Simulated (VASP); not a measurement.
GaN, 4 atoms in the cell. The structure is hexagonal, space group P6_3mc (No. 186). The conventional cell has a = 3.152 Å, b = 3.152 Å, c = 5.138 Å, α = 90.00°, β = 90.00°, γ = 120.00°. Within 2.6 Å of Ga (site symmetry 3m) lie 4 N at 1.93 Å. Within 2.6 Å of N (site symmetry 3m) lie 4 Ga at 1.93 Å. 

* Program: VASP 6.6.1
* Task: single point
* Functional: LDA
* Potentials or basis: VASP PAW LDA potentials, release 64 (Ga_d, N_h)
* Cutoff: 910 eV
* k mesh: 8 × 8 × 4
* Occupations: gaussian, width 0.01 eV
* Spin: no spin polarisation
* Dipole correction: no
* Further INCAR settings: ALGO = Normal; EDIFF = 1e-06; NBANDS = 26

Potentials or basis: VASP PAW LDA potentials, release 64 (Ga_d, N_h).

Run with:

```bash
$ cat potpaw_LDA.64/Ga_d/POTCAR potpaw_LDA.64/N_h/POTCAR > POTCAR
$ mpirun -np 1 vasp_std > vasp.out
```

Hardware: 1 thread of AMD EPYC 7R43 64-Core Processor (Zen 3) (shared host).

Estimate the wall time of this run.

It took 89 s on 1 thread of AMD EPYC 7R43 64-Core Processor (Zen 3) (shared host), peak memory 0.18 GiB. Counts: scf iterations 13, k points 30.
